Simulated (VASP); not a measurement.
# Re (Fm-3m) in VASP: further runs

The runs below take Re through single point, with RPBE.

Everything below comes from runs of VASP 6.6.1. Logs are shortened: lines on timing, memory, paths and dates and some standing lists are left out, and cuts for length are marked.

### 1 The cell of the first run

It takes space group Fm-3m (No. 225, cubic). The conventional cell has a = 3.929 Å, b = 3.929 Å, c = 3.929 Å, α = 90.00°, β = 90.00°, γ = 90.00°. Within 3.7 Å of Re (site symmetry m-3m) lie 12 Re at 2.78 Å.

This isn't the form of Re at room conditions, which is hcp.

### 2 Single point, RPBE

INCAR

```
  PREC = Accurate
  ENCUT = 520
  EDIFF = 1E-6
  ISMEAR = -1
  SIGMA = 0.1
  LREAL = False
  LASPH = True
  NELM = 80
  ALGO = Normal
  ISIF = 2
  LWAVE = False
  LCHARG = False
  GGA = RP
  NBANDS = 10
```

KPOINTS

```
Automatic mesh
0
Gamma
  14 14 14
```

POSCAR

```
Re
1.0
    0.0000000000      1.9646837580      1.9646837580
    1.9646837580      0.0000000000      1.9646837580
    1.9646837580      1.9646837580      0.0000000000
Re
1
Direct
    0.0000000000      0.0000000000      0.0000000000
```

Potentials or basis: VASP PAW PBE potentials, release 64 (Re).

Launch:

```console
$ cat potpaw_PBE.64/Re/POTCAR > POTCAR
$ mpirun -np 1 vasp_std > vasp.out
```

OUTCAR:

```text
PREC = Accurate
   ENCUT = 520
   EDIFF = 1E-6
   ISMEAR = -1
   LREAL = False
   LASPH = True
   NELM = 80
   ISIF = 2
   GGA = RP

 ion  position               nearest neighbor table
   1  0.000  0.000  0.000-

  LATTYP: Found a face centered cubic cell.
 ALAT       =     3.9293675160

  Lattice vectors:

 A1 = (   0.0000000000,   1.9646837580,   1.9646837580)
 A2 = (   1.9646837580,   0.0000000000,   1.9646837580)
 A3 = (   1.9646837580,   1.9646837580,   0.0000000000)

Analysis of symmetry for initial positions (statically):
=====================================================================
 Subroutine PRICEL returns:
 Original cell was already a primitive cell.

 Routine SETGRP: Setting up the symmetry group for a
 face centered cubic supercell.

 Subroutine GETGRP returns: Found 48 space group operations
 (whereof 48 operations were pure point group operations)
 out of a pool of 48 trial point group operations.

The static configuration has the point symmetry O_h .

Analysis of symmetry for dynamics (positions and initial velocities):
=====================================================================
 Subroutine PRICEL returns:
 Original cell was already a primitive cell.

 Routine SETGRP: Setting up the symmetry group for a
 face centered cubic supercell.

 Subroutine GETGRP returns: Found 48 space group operations
 (whereof 48 operations were pure point group operations)
 out of a pool of 48 trial point group operations.

The dynamic configuration has the point symmetry O_h .

 Subroutine INISYM returns: Found 48 space group operations
 (whereof 48 operations are pure point group operations),
 and found     1 'primitive' translations

----------------------------------------------------------------------------------------

                                     Primitive cell

  volume of cell :      15.1673

  direct lattice vectors                    reciprocal lattice vectors
     0.000000000  1.964683758  1.964683758    -0.254493884  0.254493884  0.254493884
     1.964683758  0.000000000  1.964683758     0.254493884 -0.254493884  0.254493884
     1.964683758  1.964683758  0.000000000     0.254493884  0.254493884 -0.254493884

  length of vectors
     2.778482416  2.778482416  2.778482416     0.440796337  0.440796337  0.440796337

  position of ions in fractional coordinates (direct lattice)
     0.000000000  0.000000000  0.000000000

  ion indices of the primitive-cell ions
   primitive index   ion index
                 1           1

----------------------------------------------------------------------------------------

 KPOINTS: Automatic mesh

Automatic generation of k-mesh.
 Grid dimensions read from file:
 generate k-points for:   14   14   14

 Generating k-lattice:

  Cartesian coordinates                     Fractional coordinates (reciprocal lattice)
    -0.018178135  0.018178135  0.018178135     0.071428571  0.000000000  0.000000000
     0.018178135 -0.018178135  0.018178135     0.000000000  0.071428571  0.000000000
     0.018178135  0.018178135 -0.018178135     0.000000000  0.000000000  0.071428571

  Length of vectors
     0.031485453  0.031485453  0.031485453

  Shift w.r.t. Gamma in fractional coordinates (k-lattice)
     0.000000000  0.000000000  0.000000000

 Subroutine IBZKPT returns following result:
 ===========================================

 Found    104 irreducible k-points:

 Following reciprocal coordinates:
            Coordinates               Weight
  0.000000  0.000000  0.000000      1.000000
  0.071429  0.000000  0.000000      8.000000
  0.142857  0.000000  0.000000      8.000000
  0.214286  0.000000  0.000000      8.000000
  0.285714  0.000000  0.000000      8.000000
  0.357143  0.000000  0.000000      8.000000
[... 16 lines left out ...]
  0.214286  0.142857  0.000000     24.000000
  0.285714  0.142857  0.000000     24.000000
 [... further k-points ...]
   k-points           NKPTS =    104   k-points in BZ     NKDIM =    104   number of bands    NBANDS=     10
   number of dos      NEDOS =    301   number of ions     NIONS =      1
   total plane-waves  NPLWV =  13824
   dimension x,y,z NGX =    24 NGY =   24 NGZ =   24
   dimension x,y,z NGXF=    48 NGYF=   48 NGZF=   48
   ions per type =               1
   NGX,Y,Z   is equivalent  to a cutoff of  14.36, 14.36, 14.36 a.u.
   NGXF,Y,Z  is equivalent  to a cutoff of  28.72, 28.72, 28.72 a.u.
 SYSTEM =  unknown system
   PREC   = accura    normal or accurate (medium, high low for compatibility)
   ISTART =      0    job   : 0-new  1-cont  2-samecut
   ICHARG =      2    charge: 1-file 2-atom 10-const
   ISPIN  =      1    spin polarized calculation?
   LNONCOLLINEAR =      F non collinear calculations
   LSORBIT =      F    spin-orbit coupling
   LASPH  =      T    aspherical Exc in radial PAW
   ENCUT  =  520.0 eV  38.22 Ry    6.18 a.u.   5.17  5.17  5.17*2*pi/ulx,y,z
   NELM   =     80;   NELMIN=  2; NELMDL= -5     # of ELM steps
   EDIFF  = 0.1E-05   stopping-criterion for ELM
   LREAL  =      F    real-space projection
   EDIFFG = 0.1E-04   stopping-criterion for IOM
   NSW    =      0    number of steps for IOM
   IBRION =     -1    ionic relax: 0-MD 1-quasi-New 2-CG
   NFREE  =      0    steps in history (QN), initial steepest desc. (CG)
   ISIF   =      2    stress and relaxation
   ISYM   =      2    0-nonsym 1-usesym 2-fastsym
   POTIM  = 0.5000    time-step for ionic-motion
   TEBEG  =    0.0;   TEEND  =   0.0 temperature during run
   PSTRESS=    0.0 pullay stress
   NELECT =       7.0000    total number of electrons
   NUPDOWN=      -1.0000    fix difference up-down
   EMIN   =  10.00;   EMAX   =-10.00  energy-range for DOS
   EFERMI =   0.00;   METHOD = LEGACY
   ISMEAR =    -1;   SIGMA  =   0.10  broadening in eV -4-tet -1-fermi 0-gaus
   EFERMI_NEDOS =   21; number of points for ismear=-14 and -15
   IALGO  =     38    algorithm
   IMIX   =      4    mixing-type and parameters
     AMIX     =   0.40;   BMIX     =  1.00
     AMIX_MAG =   1.60;   BMIX_MAG =  1.00
  volume/ion in A,a.u.               =      15.17       102.35
  Fermi-wavevector in a.u.,A,eV,Ry     =   1.265139  2.390766 21.777163  1.600576
  Thomas-Fermi vector in A             =   2.398408
   LORBIT       =      0    0 simple, 1 ext, 2 COOP (PROOUT), +10 PAW based schemes
   GGA     = RP    functional components
   LHFCALC =     F    Hartree Fock is set to
   AEXX    =    0.0000 exact exchange contribution
   IVDW    =     0    specifies the selected vdW correction
   LEPSILON=     F    determine dielectric tensor
   LRPA    =     F    only Hartree local field effects (RPA)
 non-spin polarized calculation
  energy-cutoff  :      520.00
  volume of cell :       15.17
 maximum number of plane-waves:       420
 NGX is ok and might be reduce to    24
   NGX = 11   NGY = 11   NGZ = 11

 number of electron       7.0000000 magnetization

 Free energy of the ion-electron system (eV)
  ---------------------------------------------------
  ext. energy  EPLUGINS =         0.00000000
  ---------------------------------------------------
  free energy    TOTEN  =       -11.76892585 eV

  energy without entropy =      -11.73584331  energy(sigma->0) =      -11.75238458

 E-fermi :   7.8614     XC(G=0): -13.5357

 val. band max:        7.8345140390   @ k =  -0.4286   0.4286   0.0714
 cond. band min:       7.8828548659   @ k =  -0.1429   0.1429   0.0000
 fundamental gap:      0.0483408269
 Fermi energy:         7.8614469132

 k-point     1 :       0.0000    0.0000    0.0000
  band No.  band energies     occupation
      1      -2.0545      2.00000
      2       6.0283      2.00000
      3       6.0283      2.00000
      4       6.0283      2.00000
      5       9.0771      0.00001
      6       9.0771      0.00001
      7      21.6924      0.00000
      8      27.1979      0.00000
      9      27.1979      0.00000
     10      27.1979      0.00000

 k-point     2 :       0.0714    0.0000    0.0000
  band No.  band energies     occupation
      1      -1.8260      2.00000
      2       5.8747      2.00000
      3       6.1341      2.00000
      4       6.1341      2.00000
      5       8.9942      0.00002
      6       8.9942      0.00002
      7      22.1331      0.00000
      8      26.0838      0.00000
      9      27.6129      0.00000
     10      27.6129      0.00000

 k-point     3 :       0.1429    0.0000    0.0000
  band No.  band energies     occupation
      1      -1.1816      2.00000
      2       5.5178      2.00000
      3       6.3780      2.00000
      4       6.3780      2.00000
      5       8.8565      0.00010
      6       8.8565      0.00010
      7      23.1766      0.00000
      8      24.4156      0.00000
      9      28.7952      0.00000
     10      28.7952      0.00000

 k-point     4 :       0.2143    0.0000    0.0000
  band No.  band energies     occupation
      1      -0.2686      2.00000
      2       5.2216      2.00000
      3       6.5207      2.00000
      4       6.5207      2.00000
      5       8.9781      0.00003
      6       8.9781      0.00003
      7      22.3653      0.00000
      8      24.9113      0.00000
      9      30.5762      0.00000
     10      30.5764      0.00000
[... 222 lines left out ...]
 k-point    22 :       0.1429    0.1429    0.0000
  band No.  band energies     occupation
      1      -0.8843      2.00000
      2       5.0501      2.00000
      3       6.7594      1.99997
      4       6.7594      1.99997
      5       7.8891      0.86263
      6       9.4669      0.00000
      7      23.9197      0.00000
      8      25.6226      0.00000
      9      27.7146      0.00000
     10      27.7146      0.00000

 k-point    23 :       0.2143    0.1429    0.0000
  band No.  band energies     occupation
      1      -0.1755      2.00000
      2       4.6483      2.00000
      3       6.8446      1.99992
      4       7.1001      1.99901
      5       7.7859      1.36059
      6       9.6850      0.00000
      7      24.5723      0.00000
      8      25.2173      0.00000
      9      28.0207      0.00000
     10      28.5404      0.00000

 k-point    24 :       0.2857    0.1429    0.0000
  band No.  band energies     occupation
      1       0.7273      2.00000
      2       4.4017      2.00000
      3       6.3051      2.00000
      4       7.2216      1.99668
      5       8.6373      0.00085
      6      10.1393      0.00000
      7      23.0408      0.00000
      8      26.1078      0.00000
      9      28.3065      0.00000
     10      28.8742      0.00000

 [... further k-points ...]

------------------------ aborting loop because EDIFF is reached ----------------------------------------

  FORCE on cell =-STRESS in cart. coord.  units (eV):
  Direction    XX          YY          ZZ          XY          YZ          ZX
  --------------------------------------------------------------------------------------
  -------------------------------------------------------------------------------------
  Total       -0.0717212     -0.0717212     -0.0717212      0.0000000     -0.0000000     -0.0000000
  in kB       -7.5761741     -7.5761741     -7.5761741      0.0000000     -0.0000000     -0.0000000
  external PRESSURE =      -7.5761741 kB  Pullay stress =       0.0000000 kB

 VOLUME and BASIS-vectors are now :
 -----------------------------------------------------------------------------
  energy-cutoff  :      520.00
  volume of cell :       15.17
      direct lattice vectors                 reciprocal lattice vectors
     0.000000000  1.964683758  1.964683758    -0.254493884  0.254493884  0.254493884
     1.964683758  0.000000000  1.964683758     0.254493884 -0.254493884  0.254493884
     1.964683758  1.964683758  0.000000000     0.254493884  0.254493884 -0.254493884

 POSITION                                       TOTAL-FORCE (eV/Angst)
 -----------------------------------------------------------------------------------
      0.00000      0.00000      0.00000         0.000000      0.000000      0.000000
 -----------------------------------------------------------------------------------
    total drift:                                0.000000     -0.000000     -0.000000

  FREE ENERGIE OF THE ION-ELECTRON SYSTEM (eV)
  ---------------------------------------------------
  free  energy   TOTEN  =       -11.7689258463 eV

  energy  without entropy=      -11.7358433149  energy(sigma->0) =      -11.75238458
```

It took 22 s on 1 thread of Intel Xeon 8259CL, shared host; peak memory 0.15 GiB.

Results:

```
Free energy            : -11.7689 eV
Pressure               : -0.8 GPa
Band gap on the k mesh : zero (an odd number of electrons rules out a gap without spin polarisation)
```

Levels at points of the mesh, in eV from the Fermi level:
| k point | band 1 | band 2 | band 3 | band 4 | band 5 | band 6 | band 7 | band 8 | band 9 |
| --- | --- | --- | --- | --- | --- | --- | --- | --- | --- |
| (0.00, 0.00, 0.00) | -9.92 | -1.83 | -1.83 | -1.83 | 1.22 | 1.22 | 13.83 | 19.34 | 19.34 |
| (0.50, 0.00, 0.00) | -6.66 | -2.03 | -2.03 | 0.15 | 3.64 | 3.64 | 9.55 | 13.33 | 19.75 |
| (0.50, 0.50, 0.00) | -6.56 | -5.72 | 2.66 | 3.60 | 4.35 | 4.35 | 12.02 | 12.02 | 12.53 |

Caveat: the PAW data sets were made with another functional, which shifts forces and pressure a little; spin-orbit coupling is left out, which moves the levels of the heavy elements.

### 3 Single point, RPBE (13.35 Å³/atom)

This run uses another cell than the first one, of 13.35 Å³/atom.

INCAR

```
SYSTEM = Re
ALGO = Normal
EDIFF = 1E-6
ENCUT = 520
GGA = RP
ISIF = 2
ISMEAR = -1
LASPH = .TRUE.
LCHARG = .TRUE.
LELF = .TRUE.
LREAL = .FALSE.
LVHAR = .TRUE.
LWAVE = .FALSE.
NBANDS = 10
NELM = 80
PREC = Accurate
SIGMA = 0.1
```

KPOINTS

```
k-points
0
G
  15 15 15
  0 0 0
```

POSCAR

```
Re
1.0
    0.0000000000      1.8827249541      1.8827249541
    1.8827249541      0.0000000000      1.8827249541
    1.8827249541      1.8827249541      0.0000000000
Re
1
Direct
    0.0000000000      0.0000000000      0.0000000000
```

Potentials or basis: VASP PAW PBE potentials, release 64 (Re).

Launch:

```console
$ cat potpaw_PBE.64/Re/POTCAR > POTCAR
$ mpirun -np 1 vasp_std > vasp.out
```

It took 26 s on 1 thread of Intel Xeon 8259CL, shared host; peak memory 0.14 GiB.

It converged, with:

| Quantity | Value |
| --- | --- |
| Free energy | -11.4729 eV |
| Pressure | 59.9 GPa |
| Band gap on the k mesh | zero (an odd number of electrons rules out a gap without spin polarisation) |

Levels at points of the mesh, in eV from the Fermi level:
```tsv
k point	band 2	band 3	band 4	band 5	band 6	band 7
(0.00, 0.00, 0.00)	-2.20	-2.20	-2.20	1.50	1.50	13.93
```

Caveat: the cell stands under pressure; the PAW data sets were made with another functional, which shifts forces and pressure a little; spin-orbit coupling is left out, which moves the levels of the heavy elements.
